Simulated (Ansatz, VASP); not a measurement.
## HfN in VASP and in Ansatz

```
Hf N
1.0
     0.00000    2.45482    2.08660
     2.45482    0.00000    2.08660
     2.45482    2.45482    0.00000
Hf N
1 1
Direct
  0.00000 0.00000 0.00000
  0.75000 0.75000 0.75000
```

Change from the starting cell: strain -0.1500 x Voigt [0, 0, 1, 0, 0, 0], atoms carried along.

Alike in both runs: task single point; functional r2SCAN; k mesh 16 × 16 × 16; occupations gaussian, width 0.15 eV; no spin polarisation.

|  | VASP | Ansatz |
| --- | --- | --- |
| version | VASP 6.6.1 | Ansatz 0.2.0 |
| potentials or method | VASP PAW PBE potentials, release 64 (Hf_pv, N), cutoff 520 eV | scalar-relativistic, plane waves, PAW |
| valence electrons in the cell | 15 | 31 |

|  | VASP | Ansatz | Ansatz less VASP |
| --- | --- | --- | --- |
| gap on the k mesh at the Fermi level (eV) | none | none | - |
| pressure (GPa) | 37.5 | 38.3 | +0.88 |
| traceless stress, the component that is largest in VASP (GPa) | 10.44 | 10.51 | +0.069 |

VASP's potentials were made for PBE, not for r2SCAN. A gap of «none» marks a metal or a gap that the smearing closes. Both programs put the cell under a high pressure, so it lies far from rest at this level. VASP's potentials hold 15 valence electrons a cell and Ansatz's 31, so a difference there can come from the potentials and not from the codes.

Spin-orbit coupling is off throughout.
